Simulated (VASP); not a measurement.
Set up this calculation in VASP 6.6.1, as the native input.

```
Task                   : single point
Functional             : PBEsol
Potentials or basis    : VASP PAW PBE potentials, release 64 (Tl_d, Cl)
Cutoff                 : 500 eV
k mesh                 : 6 × 6 × 6
Occupations            : gaussian, width 0.01 eV
Spin                   : no spin polarisation
Dipole correction      : no
Further INCAR settings : ALGO = Normal; EDIFF = 1e-06; NBANDS = 17
```

The structure of TlCl lies in POSCAR:

```
TlCl
1.0
    3.5791043866      0.0000000000      0.0000000000
    0.0000000000      3.5791043866      0.0000000000
    0.0000000000      0.0000000000      3.5791043866
Tl Cl
1 1
Direct
    0.0000000000      0.0000000000      0.0000000000
    0.5000000000      0.5000000000      0.5000000000
```

The input as run:

INCAR

```
ALGO = Normal
EDIFF = 1E-6
ENCUT = 500
GGA = PS
GGA_COMPAT = False
ISIF = 2
ISMEAR = 0
LASPH = True
LCHARG = True
LELF = True
LREAL = False
LVHAR = True
LWAVE = False
NBANDS = 17
NELM = 120
PREC = Accurate
SIGMA = 0.01
```

KPOINTS

```
k-points
0
Gamma
  6 6 6
```

Potentials or basis: VASP PAW PBE potentials, release 64 (Tl_d, Cl).

Command:

```sh
$ cat potpaw_PBE.64/Tl_d/POTCAR potpaw_PBE.64/Cl/POTCAR > POTCAR
$ mpirun -np 1 vasp_std > vasp.out
```

It gave:

The pressure is 6.9 GPa. The band gap on the k mesh is 1.32 eV.

Caveat: the cell stands under pressure; the PAW data sets were made with another functional, which shifts forces and pressure a little; spin-orbit coupling is left out, which moves the levels of the heavy elements.

Run time: 24 s on 1 thread of Intel(R) Xeon(R) Platinum 8259CL CPU @ 2.50GHz (Skylake/Cascade Lake), with other jobs on the host, peak memory 0.15 GiB.
